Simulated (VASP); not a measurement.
# Sc (P6_3/mmc) in VASP: single point with BLYP

Aim: the single point of Sc with BLYP.

Program: VASP 6.6.1. These are calculated values, not measurements. Logs are shortened: lines on timing, memory, paths and dates and some standing lists are left out, and cuts for length are marked.

**1. The cell of the first run**

It takes space group P6_3/mmc (No. 194, hexagonal). The conventional cell has a = 3.339 Å, b = 3.339 Å, c = 5.194 Å, α = 90.00°, β = 90.00°, γ = 120.00°. Within 4.3 Å of Sc (site symmetry -6m2) lie 12 Sc at 3.23 to 3.34 Å.

**2. Single point, BLYP**

Contents of INCAR:

```
SYSTEM = Sc
AGGAC = 1.0
AGGAX = 1.0
ALDAC = 0.0
ALDAX = 1.0
ALGO = Normal
EDIFF = 1E-6
ENCUT = 520
GGA = B5
ISIF = 2
ISMEAR = -1
LASPH = .TRUE.
LCHARG = .TRUE.
LELF = .TRUE.
LREAL = .FALSE.
LVHAR = .TRUE.
LWAVE = .FALSE.
NBANDS = 18
NELM = 60
PREC = Accurate
SIGMA = 0.1
```

Contents of KPOINTS:

```
k-points
0
G
  6 6 3
  0 0 0
```

Contents of POSCAR:

```
Sc
1.0
    3.3391198190      0.0000000000      0.0000000000
   -1.6695599095      2.8917625895      0.0000000000
    0.0000000000      0.0000000000      5.1942832956
Sc
2
Direct
    0.3333333333      0.6666666667      0.2500000000
    0.6666666667      0.3333333333      0.7500000000
```

Potentials or basis: VASP PAW PBE potentials, release 64 (Sc_sv).

On the command line:

```sh
$ cat potpaw_PBE.64/Sc_sv/POTCAR > POTCAR
$ mpirun -np 1 vasp_std > vasp.out
```

OUTCAR:

```text
SYSTEM = Sc
   EDIFF = 1E-6
   ENCUT = 520
   GGA = B5
   ISIF = 2
   ISMEAR = -1
   LASPH = .TRUE.
   LREAL = .FALSE.
   NELM = 60
   PREC = Accurate

 ion  position               nearest neighbor table
   1  0.333  0.667  0.250-   2 3.23   2 3.23   2 3.23   2 3.23   2 3.23   2 3.23
   2  0.667  0.333  0.750-   1 3.23   1 3.23   1 3.23   1 3.23   1 3.23   1 3.23

  LATTYP: Found a hexagonal cell.
 ALAT       =     3.3391198190
 C/A-ratio  =     1.5555845783

  Lattice vectors:

 A1 = (   3.3391198190,   0.0000000000,   0.0000000000)
 A2 = (  -1.6695599095,   2.8917625895,   0.0000000000)
 A3 = (   0.0000000000,   0.0000000000,   5.1942832956)

Analysis of symmetry for initial positions (statically):
=====================================================================
 Subroutine PRICEL returns:
 Original cell was already a primitive cell.

 Routine SETGRP: Setting up the symmetry group for a
 hexagonal supercell.

 Subroutine GETGRP returns: Found 24 space group operations
 (whereof 12 operations were pure point group operations)
 out of a pool of 24 trial point group operations.

The static configuration has the point symmetry D_3d.
 The point group associated with its full space group is D_6h.

Analysis of symmetry for dynamics (positions and initial velocities):
=====================================================================
 Subroutine PRICEL returns:
 Original cell was already a primitive cell.

 Routine SETGRP: Setting up the symmetry group for a
 hexagonal supercell.

 Subroutine GETGRP returns: Found 24 space group operations
 (whereof 12 operations were pure point group operations)
 out of a pool of 24 trial point group operations.

The dynamic configuration has the point symmetry D_3d.
 The point group associated with its full space group is D_6h.

 Subroutine INISYM returns: Found 24 space group operations
 (whereof 12 operations are pure point group operations),
 and found     1 'primitive' translations

----------------------------------------------------------------------------------------

                                     Primitive cell

  volume of cell :      50.1557

  direct lattice vectors                    reciprocal lattice vectors
     3.339119819  0.000000000  0.000000000     0.299480119  0.172904927  0.000000000
    -1.669559909  2.891762589  0.000000000     0.000000000  0.345809854  0.000000000
     0.000000000  0.000000000  5.194283296     0.000000000  0.000000000  0.192519342

  length of vectors
     3.339119819  3.339119819  5.194283296     0.345809854  0.345809854  0.192519342

  position of ions in fractional coordinates (direct lattice)
     0.333333333  0.666666667  0.250000000
     0.666666667  0.333333333  0.750000000

  ion indices of the primitive-cell ions
   primitive index   ion index
                 1           1
                 2           2

----------------------------------------------------------------------------------------

 KPOINTS: k-points

Automatic generation of k-mesh.
 Grid dimensions read from file:
 generate k-points for:    6    6    3

 Generating k-lattice:

  Cartesian coordinates                     Fractional coordinates (reciprocal lattice)
     0.049913353  0.028817488  0.000000000     0.166666667  0.000000000  0.000000000
     0.000000000  0.057634976  0.000000000     0.000000000  0.166666667  0.000000000
     0.000000000  0.000000000  0.064173114     0.000000000  0.000000000  0.333333333

  Length of vectors
     0.057634976  0.057634976  0.064173114

  Shift w.r.t. Gamma in fractional coordinates (k-lattice)
     0.000000000  0.000000000  0.000000000

 Subroutine IBZKPT returns following result:
 ===========================================

 Found     14 irreducible k-points:

 Following reciprocal coordinates:
            Coordinates               Weight
  0.000000  0.000000  0.000000      1.000000
  0.166667  0.000000  0.000000      6.000000
  0.333333  0.000000  0.000000      6.000000
  0.500000 -0.000000  0.000000      3.000000
  0.166667  0.166667  0.000000      6.000000
  0.333333  0.166667  0.000000     12.000000
  0.333333  0.333333  0.000000      2.000000
  0.000000  0.000000  0.333333      2.000000
  0.166667  0.000000  0.333333     12.000000
  0.333333  0.000000  0.333333     12.000000
  0.500000 -0.000000  0.333333      6.000000
  0.166667  0.166667  0.333333     12.000000
  0.333333  0.166667  0.333333     24.000000
  0.333333  0.333333  0.333333      4.000000
   k-points           NKPTS =     14   k-points in BZ     NKDIM =     14   number of bands    NBANDS=     18
   number of dos      NEDOS =    301   number of ions     NIONS =      2
   total plane-waves  NPLWV =  31360
   dimension x,y,z NGX =    28 NGY =   28 NGZ =   40
   dimension x,y,z NGXF=    56 NGYF=   56 NGZF=   80
   ions per type =               2
   NGX,Y,Z   is equivalent  to a cutoff of  13.94, 13.94, 12.80 a.u.
   NGXF,Y,Z  is equivalent  to a cutoff of  27.88, 27.88, 25.60 a.u.
 SYSTEM =  Sc
   PREC   = accura    normal or accurate (medium, high low for compatibility)
   ISTART =      0    job   : 0-new  1-cont  2-samecut
   ICHARG =      2    charge: 1-file 2-atom 10-const
   ISPIN  =      1    spin polarized calculation?
   LNONCOLLINEAR =      F non collinear calculations
   LSORBIT =      F    spin-orbit coupling
   LASPH  =      T    aspherical Exc in radial PAW
   ENCUT  =  520.0 eV  38.22 Ry    6.18 a.u.   6.21  6.21  9.66*2*pi/ulx,y,z
   NELM   =     60;   NELMIN=  2; NELMDL= -5     # of ELM steps
   EDIFF  = 0.1E-05   stopping-criterion for ELM
   LREAL  =      F    real-space projection
   EDIFFG = 0.1E-04   stopping-criterion for IOM
   NSW    =      0    number of steps for IOM
   IBRION =     -1    ionic relax: 0-MD 1-quasi-New 2-CG
   NFREE  =      0    steps in history (QN), initial steepest desc. (CG)
   ISIF   =      2    stress and relaxation
   ISYM   =      2    0-nonsym 1-usesym 2-fastsym
   POTIM  = 0.5000    time-step for ionic-motion
   TEBEG  =    0.0;   TEEND  =   0.0 temperature during run
   PSTRESS=    0.0 pullay stress
   NELECT =      22.0000    total number of electrons
   NUPDOWN=      -1.0000    fix difference up-down
   EMIN   =  10.00;   EMAX   =-10.00  energy-range for DOS
   EFERMI =   0.00;   METHOD = LEGACY
   ISMEAR =    -1;   SIGMA  =   0.10  broadening in eV -4-tet -1-fermi 0-gaus
   EFERMI_NEDOS =   21; number of points for ismear=-14 and -15
   IALGO  =     38    algorithm
   IMIX   =      4    mixing-type and parameters
     AMIX     =   0.40;   BMIX     =  1.00
     AMIX_MAG =   1.60;   BMIX_MAG =  1.00
  volume/ion in A,a.u.               =      25.08       169.23
  Fermi-wavevector in a.u.,A,eV,Ry     =   1.243872  2.350577 21.051167  1.547217
  Thomas-Fermi vector in A             =   2.378164
   LORBIT       =      0    0 simple, 1 ext, 2 COOP (PROOUT), +10 PAW based schemes
   GGA     = B5    functional components
   LHFCALC =     F    Hartree Fock is set to
   AEXX    =    0.0000 exact exchange contribution
   IVDW    =     0    specifies the selected vdW correction
   LEPSILON=     F    determine dielectric tensor
   LRPA    =     F    only Hartree local field effects (RPA)
 non-spin polarized calculation
  energy-cutoff  :      520.00
  volume of cell :       50.16
 maximum number of plane-waves:      1375
 NGX is ok and might be reduce to    28
   NGX = 13   NGY = 13   NGZ = 19

 number of electron      21.9999997 magnetization

 Free energy of the ion-electron system (eV)
  ---------------------------------------------------
  ext. energy  EPLUGINS =         0.00000000
  ---------------------------------------------------
  free energy    TOTEN  =       -10.72862121 eV

  energy without entropy =      -10.59582972  energy(sigma->0) =      -10.66222546

 E-fermi :   4.0044     XC(G=0):  -9.3213

 val. band max:        3.9910725365   @ k =   0.1667   0.1667   0.3333
 cond. band min:       4.0840161734   @ k =   0.3333   0.1667   0.3333
 fundamental gap:      0.0929436369
 Fermi energy:         4.0043630421

 k-point     1 :       0.0000    0.0000    0.0000
  band No.  band energies     occupation
      1     -45.2847      2.00000
      2     -45.2169      2.00000
      3     -24.2535      2.00000
      4     -23.9233      2.00000
      5     -23.9233      2.00000
      6     -23.8594      2.00000
[... 10 lines left out ...]
     17       6.1747      0.00000
     18       6.1747      0.00000

 k-point     2 :       0.1667    0.0000    0.0000
  band No.  band energies     occupation
      1     -45.2731      2.00000
      2     -45.2134      2.00000
      3     -24.2205      2.00000
      4     -23.9837      2.00000
      5     -23.9440      2.00000
      6     -23.9220      2.00000
[... 10 lines left out ...]
     17       6.1998      0.00000
     18       6.2869      0.00000

 k-point     3 :       0.3333    0.0000    0.0000
  band No.  band energies     occupation
      1     -45.2475      2.00000
      2     -45.2086      2.00000
      3     -24.1401      2.00000
      4     -24.1070      2.00000
      5     -24.0409      2.00000
      6     -23.9827      2.00000
[... 10 lines left out ...]
     17       7.0238      0.00000
     18       7.1326      0.00000

 k-point     4 :       0.5000   -0.0000    0.0000
  band No.  band energies     occupation
      1     -45.2316      2.00000
      2     -45.2094      2.00000
      3     -24.1695      2.00000
      4     -24.0977      2.00000
      5     -24.0803      2.00000
      6     -24.0012      2.00000
[... 165 lines left out ...]
      4     -24.0806      2.00000
      5     -23.9808      2.00000
      6     -23.9691      2.00000
[... 10 lines left out ...]
     17       7.0637      0.00000
     18       7.1220      0.00000

 k-point    13 :       0.3333    0.1667    0.3333
  band No.  band energies     occupation
      1     -45.2261      2.00000
      2     -45.2149      2.00000
      3     -24.1837      2.00000
      4     -24.1493      2.00000
      5     -24.0283      2.00000
      6     -23.9785      2.00000
[... 10 lines left out ...]
     17       7.3157      0.00000
     18       7.8167      0.00000

 k-point    14 :       0.3333    0.3333    0.3333
  band No.  band energies     occupation
      1     -45.2167      2.00000
      2     -45.2167      2.00000
      3     -24.1469      2.00000
      4     -24.1469      2.00000
      5     -24.0932      2.00000
      6     -24.0248      2.00000
[... 10 lines left out ...]
     17       7.4316      0.00000
     18       7.4316      0.00000

------------------------ aborting loop because EDIFF is reached ----------------------------------------

  FORCE on cell =-STRESS in cart. coord.  units (eV):
  Direction    XX          YY          ZZ          XY          YZ          ZX
  --------------------------------------------------------------------------------------
  -------------------------------------------------------------------------------------
  Total       -0.0212446     -0.0212446     -0.0087798      0.0000000     -0.0000000      0.0000000
  in kB       -0.6786399     -0.6786399     -0.2804616      0.0000000     -0.0000000      0.0000000
  external PRESSURE =      -0.5459138 kB  Pullay stress =       0.0000000 kB

 VOLUME and BASIS-vectors are now :
 -----------------------------------------------------------------------------
  energy-cutoff  :      520.00
  volume of cell :       50.16
      direct lattice vectors                 reciprocal lattice vectors
     3.339119819  0.000000000  0.000000000     0.299480119  0.172904927  0.000000000
    -1.669559909  2.891762589  0.000000000     0.000000000  0.345809854  0.000000000
     0.000000000  0.000000000  5.194283296     0.000000000  0.000000000  0.192519342

 POSITION                                       TOTAL-FORCE (eV/Angst)
 -----------------------------------------------------------------------------------
     -0.00000      1.92784      1.29857         0.000000      0.000000      0.000000
      1.66956      0.96392      3.89571        -0.000000      0.000000      0.000000
 -----------------------------------------------------------------------------------
    total drift:                               -0.000000      0.000000     -0.000000

  FREE ENERGIE OF THE ION-ELECTRON SYSTEM (eV)
  ---------------------------------------------------
  free  energy   TOTEN  =       -10.7286212080 eV

  energy  without entropy=      -10.5958297164  energy(sigma->0) =      -10.66222546
```

Wall time 38 s (1 thread of AMD EPYC 7R43 (Zen 3), shared host); peak memory 0.13 GiB.

What came out:

| Property | Result |
| --- | --- |
| Free energy | -10.7286 eV |
| Pressure | -0.1 GPa |
| Band gap on the k mesh | zero (band 11 reaches 4.76 eV, above the bottom of band 12 at 3.52 eV) |

Caveat: the k points lie up to 0.40 Å⁻¹ apart; the PAW data sets were made with another functional, which shifts forces and pressure a little.
